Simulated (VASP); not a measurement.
# Os (P6/mmm) in VASP: single point with PBE

Aim: the single point of Os with PBE.

Everything below comes from runs of VASP 6.6.1. Logs are shortened: lines on timing, memory, paths and dates and some standing lists are left out, and cuts for length are marked.

## Step 1: The cell of the first run

It takes space group P6/mmm (No. 191, hexagonal). The conventional cell has a = 4.006 Å, b = 4.006 Å, c = 2.481 Å, α = 90.00°, β = 90.00°, γ = 120.00°. Os (site symmetry 6/mmm) has 14 Os at 2.48 to 2.62 Å within 3.3 Å. Os (site symmetry -6m2) has 11 Os at 2.31 to 2.62 Å within 3.1 Å.

This isn't the form of Os at room conditions, which is hcp.

## Step 2: Single point, PBE

Input file INCAR:

```
SYSTEM = Os
PREC = Accurate
ENCUT = 560
EDIFF = 1E-6
ISMEAR = -1
SIGMA = 0.1
LREAL = .False.
LASPH = .True.
NELM = 120
ALGO = Normal
ISIF = 2
LWAVE = .False.
LCHARG = .False.
GGA = PE
NBANDS = 31
GGA_COMPAT = .False.
```

Input file KPOINTS:

```
Automatic mesh
0
Gamma
  9 9 13
  0 0 0
```

Input file POSCAR:

```
Os
1.0
    4.0062680809      0.0000000000      0.0000000000
   -2.0031340404      3.4695299324      0.0000000000
    0.0000000000      0.0000000000      2.4807967506
Os
3
Direct
    0.0000000000      0.0000000000      0.0000000000
    0.3333333333      0.6666666667      0.5000000000
    0.6666666667      0.3333333333      0.5000000000
```

Potentials or basis: VASP PAW PBE potentials, release 64 (Os_sv_GW).

Command:

```sh
cat potpaw_PBE.64/Os_sv_GW/POTCAR > POTCAR
mpirun -np 1 vasp_std > vasp.out
```

OUTCAR:

```text
SYSTEM = Os
   PREC = Accurate
   ENCUT = 560
   EDIFF = 1E-6
   ISMEAR = -1
   LREAL = .False.
   LASPH = .True.
   NELM = 120
   ISIF = 2
   GGA = PE

 ion  position               nearest neighbor table
   1  0.000  0.000  0.000-   2 2.62   3 2.62   2 2.62   3 2.62   2 2.62   2 2.62   3 2.62   3 2.62
                             3 2.62   3 2.62   2 2.62   2 2.62
   2  0.333  0.667  0.500-   3 2.31   3 2.31   3 2.31   1 2.62   1 2.62   1 2.62   1 2.62   1 2.62
                             1 2.62
   3  0.667  0.333  0.500-   2 2.31   2 2.31   2 2.31   1 2.62   1 2.62   1 2.62   1 2.62   1 2.62
                             1 2.62

  LATTYP: Found a hexagonal cell.
 ALAT       =     4.0062680809
 C/A-ratio  =     0.6192288435

  Lattice vectors:

 A1 = (   4.0062680809,   0.0000000000,   0.0000000000)
 A2 = (  -2.0031340404,   3.4695299324,   0.0000000000)
 A3 = (   0.0000000000,   0.0000000000,   2.4807967506)

Analysis of symmetry for initial positions (statically):
=====================================================================
 Subroutine PRICEL returns:
 Original cell was already a primitive cell.

 Routine SETGRP: Setting up the symmetry group for a
 hexagonal supercell.

 Subroutine GETGRP returns: Found 24 space group operations
 (whereof 24 operations were pure point group operations)
 out of a pool of 24 trial point group operations.

The static configuration has the point symmetry D_6h.

Analysis of symmetry for dynamics (positions and initial velocities):
=====================================================================
 Subroutine PRICEL returns:
 Original cell was already a primitive cell.

 Routine SETGRP: Setting up the symmetry group for a
 hexagonal supercell.

 Subroutine GETGRP returns: Found 24 space group operations
 (whereof 24 operations were pure point group operations)
 out of a pool of 24 trial point group operations.

The dynamic configuration has the point symmetry D_6h.

 Subroutine INISYM returns: Found 24 space group operations
 (whereof 24 operations are pure point group operations),
 and found     1 'primitive' translations

----------------------------------------------------------------------------------------

                                     Primitive cell

  volume of cell :      34.4827

  direct lattice vectors                    reciprocal lattice vectors
     4.006268081  0.000000000  0.000000000     0.249608858  0.144111741  0.000000000
    -2.003134040  3.469529932  0.000000000     0.000000000  0.288223483  0.000000000
     0.000000000  0.000000000  2.480796751     0.000000000  0.000000000  0.403096304

  length of vectors
     4.006268081  4.006268081  2.480796751     0.288223483  0.288223483  0.403096304

  position of ions in fractional coordinates (direct lattice)
     0.000000000  0.000000000  0.000000000
     0.333333333  0.666666667  0.500000000
     0.666666667  0.333333333  0.500000000

  ion indices of the primitive-cell ions
   primitive index   ion index
                 1           1
                 2           2
                 3           3

----------------------------------------------------------------------------------------

 KPOINTS: Automatic mesh

Automatic generation of k-mesh.
 Grid dimensions read from file:
 generate k-points for:    9    9   13

 Generating k-lattice:

  Cartesian coordinates                     Fractional coordinates (reciprocal lattice)
     0.027734318  0.016012416  0.000000000     0.111111111  0.000000000  0.000000000
     0.000000000  0.032024831  0.000000000     0.000000000  0.111111111  0.000000000
     0.000000000  0.000000000  0.031007408     0.000000000  0.000000000  0.076923077

  Length of vectors
     0.032024831  0.032024831  0.031007408

  Shift w.r.t. Gamma in fractional coordinates (k-lattice)
     0.000000000  0.000000000  0.000000000

 Subroutine IBZKPT returns following result:
 ===========================================

 Found     84 irreducible k-points:

 Following reciprocal coordinates:
            Coordinates               Weight
  0.000000  0.000000  0.000000      1.000000
  0.111111  0.000000  0.000000      6.000000
  0.222222  0.000000  0.000000      6.000000
  0.333333  0.000000  0.000000      6.000000
  0.444444  0.000000  0.000000      6.000000
  0.111111  0.111111  0.000000      6.000000
[... 16 lines left out ...]
  0.333333  0.222222  0.076923     24.000000
  0.333333  0.333333  0.076923      4.000000
 [... further k-points ...]
   k-points           NKPTS =     84   k-points in BZ     NKDIM =     84   number of bands    NBANDS=     31
   number of dos      NEDOS =    301   number of ions     NIONS =      3
   total plane-waves  NPLWV =  20480
   dimension x,y,z NGX =    32 NGY =   32 NGZ =   20
   dimension x,y,z NGXF=    64 NGYF=   64 NGZF=   40
   ions per type =               3
   NGX,Y,Z   is equivalent  to a cutoff of  13.28, 13.28, 13.40 a.u.
   NGXF,Y,Z  is equivalent  to a cutoff of  26.56, 26.56, 26.81 a.u.
 SYSTEM =  Os
   PREC   = accura    normal or accurate (medium, high low for compatibility)
   ISTART =      0    job   : 0-new  1-cont  2-samecut
   ICHARG =      2    charge: 1-file 2-atom 10-const
   ISPIN  =      1    spin polarized calculation?
   LNONCOLLINEAR =      F non collinear calculations
   LSORBIT =      F    spin-orbit coupling
   LASPH  =      T    aspherical Exc in radial PAW
   ENCUT  =  560.0 eV  41.16 Ry    6.42 a.u.   7.73  7.73  4.79*2*pi/ulx,y,z
   NELM   =    120;   NELMIN=  2; NELMDL= -5     # of ELM steps
   EDIFF  = 0.1E-05   stopping-criterion for ELM
   LREAL  =      F    real-space projection
   EDIFFG = 0.1E-04   stopping-criterion for IOM
   NSW    =      0    number of steps for IOM
   IBRION =     -1    ionic relax: 0-MD 1-quasi-New 2-CG
   NFREE  =      0    steps in history (QN), initial steepest desc. (CG)
   ISIF   =      2    stress and relaxation
   ISYM   =      2    0-nonsym 1-usesym 2-fastsym
   POTIM  = 0.5000    time-step for ionic-motion
   TEBEG  =    0.0;   TEEND  =   0.0 temperature during run
   PSTRESS=    0.0 pullay stress
   NELECT =      48.0000    total number of electrons
   NUPDOWN=      -1.0000    fix difference up-down
   EMIN   =  10.00;   EMAX   =-10.00  energy-range for DOS
   EFERMI =   0.00;   METHOD = LEGACY
   ISMEAR =    -1;   SIGMA  =   0.10  broadening in eV -4-tet -1-fermi 0-gaus
   EFERMI_NEDOS =   21; number of points for ismear=-14 and -15
   IALGO  =     38    algorithm
   IMIX   =      4    mixing-type and parameters
     AMIX     =   0.40;   BMIX     =  1.00
     AMIX_MAG =   1.60;   BMIX_MAG =  1.00
  volume/ion in A,a.u.               =      11.49        77.57
  Fermi-wavevector in a.u.,A,eV,Ry     =   1.827909  3.454248 45.460497  3.341252
  Thomas-Fermi vector in A             =   2.882911
   LORBIT       =      0    0 simple, 1 ext, 2 COOP (PROOUT), +10 PAW based schemes
   GGA     = PE    functional components
   LHFCALC =     F    Hartree Fock is set to
   AEXX    =    0.0000 exact exchange contribution
   IVDW    =     0    specifies the selected vdW correction
   LEPSILON=     F    determine dielectric tensor
   LRPA    =     F    only Hartree local field effects (RPA)
 non-spin polarized calculation
  energy-cutoff  :      560.00
  volume of cell :       34.48
 maximum number of plane-waves:      1072
 NGX is ok and might be reduce to    32
   NGX = 15   NGY = 15   NGZ =  9

 number of electron      48.0000001 magnetization

 Free energy of the ion-electron system (eV)
  ---------------------------------------------------
  ext. energy  EPLUGINS =         0.00000000
  ---------------------------------------------------
  free energy    TOTEN  =       -32.22518477 eV

  energy without entropy =      -32.16854323  energy(sigma->0) =      -32.19686400

 E-fermi :  18.1473     XC(G=0): -15.8626

 val. band max:       18.1454314589   @ k =   0.3333   0.2222   0.1538
 cond. band min:      18.1902354233   @ k =   0.3333   0.0000   0.2308
 fundamental gap:      0.0448039645
 Fermi energy:        18.1472558747

 k-point     1 :       0.0000    0.0000    0.0000
  band No.  band energies     occupation
      1     -69.1599      2.00000
      2     -68.9308      2.00000
      3     -68.7208      2.00000
      4     -29.3985      2.00000
      5     -29.3985      2.00000
      6     -28.8820      2.00000
[... 23 lines left out ...]
     30      28.6450      0.00000
     31      29.7551      0.00000

 k-point     2 :       0.1111    0.0000    0.0000
  band No.  band energies     occupation
      1     -69.1488      2.00000
      2     -68.9331      2.00000
      3     -68.7312      2.00000
      4     -29.4891      2.00000
      5     -29.4372      2.00000
      6     -28.7764      2.00000
[... 23 lines left out ...]
     30      27.7922      0.00000
     31      28.0711      0.00000

 k-point     3 :       0.2222    0.0000    0.0000
  band No.  band energies     occupation
      1     -69.1168      2.00000
      2     -68.9392      2.00000
      3     -68.7586      2.00000
      4     -29.6433      2.00000
      5     -29.4407      2.00000
      6     -28.5767      2.00000
[... 23 lines left out ...]
     30      25.6852      0.00000
     31      28.5509      0.00000

 k-point     4 :       0.3333    0.0000    0.0000
  band No.  band energies     occupation
      1     -69.0716      2.00000
      2     -68.9480      2.00000
      3     -68.7968      2.00000
      4     -29.7694      2.00000
      5     -29.3256      2.00000
      6     -28.4099      2.00000
[... 23 lines left out ...]
     30      23.6644      0.00000
     31      29.2933      0.00000

 k-point     5 :       0.4444    0.0000    0.0000
  band No.  band energies     occupation
      1     -69.0298      2.00000
      2     -68.9586      2.00000
      3     -68.8291      2.00000
      4     -29.8374      2.00000
      5     -29.1017      2.00000
      6     -28.6758      2.00000
[... 23 lines left out ...]
     30      22.0550      0.00000
     31      30.1759      0.00000
[... 542 lines left out ...]
     30      21.6895      0.00000
     31      30.4800      0.00000

 k-point    22 :       0.2222    0.2222    0.0769
  band No.  band energies     occupation
      1     -69.0432      2.00000
      2     -68.9409      2.00000
      3     -68.8158      2.00000
      4     -29.6644      2.00000
      5     -29.3816      2.00000
      6     -28.5551      2.00000
[... 23 lines left out ...]
     30      22.9229      0.00000
     31      30.8579      0.00000

 k-point    23 :       0.3333    0.2222    0.0769
  band No.  band energies     occupation
      1     -69.0150      2.00000
      2     -68.9318      2.00000
      3     -68.8542      2.00000
      4     -29.6667      2.00000
      5     -29.2186      2.00000
      6     -28.8474      2.00000
[... 23 lines left out ...]
     30      21.6655      0.00000
     31      31.2120      0.00000

 k-point    24 :       0.3333    0.3333    0.0769
  band No.  band energies     occupation
      1     -69.0086      2.00000
      2     -68.8965      2.00000
      3     -68.8965      2.00000
      4     -29.6063      2.00000
      5     -29.0953      2.00000
      6     -29.0953      2.00000
[... 23 lines left out ...]
     30      21.1725      0.00000
     31      31.9902      0.00000

 [... further k-points ...]
[... 5 lines left out ...]
  --------------------------------------------------------------------------------------
  -------------------------------------------------------------------------------------
  Total       34.5218310     34.5218310     34.3810310      0.0000000     -0.0000000      0.0000000
  in kB     1603.9933937   1603.9933937   1597.4513766      0.0000000     -0.0000000      0.0000000
  external PRESSURE =    1601.8127214 kB  Pullay stress =       0.0000000 kB

 VOLUME and BASIS-vectors are now :
 -----------------------------------------------------------------------------
  energy-cutoff  :      560.00
  volume of cell :       34.48
      direct lattice vectors                 reciprocal lattice vectors
     4.006268081  0.000000000  0.000000000     0.249608858  0.144111741  0.000000000
    -2.003134040  3.469529932  0.000000000     0.000000000  0.288223483  0.000000000
     0.000000000  0.000000000  2.480796751     0.000000000  0.000000000  0.403096304

 POSITION                                       TOTAL-FORCE (eV/Angst)
 -----------------------------------------------------------------------------------
      0.00000      0.00000      0.00000         0.000000     -0.000000      0.000000
     -0.00000      2.31302      1.24040         0.000000     -0.000000      0.000000
      2.00313      1.15651      1.24040        -0.000000      0.000000      0.000000
 -----------------------------------------------------------------------------------
    total drift:                               -0.000000      0.000000      0.000000

  FREE ENERGIE OF THE ION-ELECTRON SYSTEM (eV)
  ---------------------------------------------------
  free  energy   TOTEN  =       -32.2251847673 eV

  energy  without entropy=      -32.1685432311  energy(sigma->0) =      -32.19686400
```

Run time: 31 s. Hardware: 1 thread of Intel Xeon 6975P-C (Granite Rapids), shared host; peak memory 0.21 GiB.

What came out:

```yaml
Free_energy: -32.2252 eV
Pressure: 160.2 GPa
Band_gap_on_the_k_mesh: zero (bands 24 and 25 overlap by 3.63 eV)
```

Caveat: the cell stands under pressure; spin-orbit coupling is left out, which moves the levels of the heavy elements.

The gap in the log of VASP goes by the Fermi energy; the results here count the filled bands.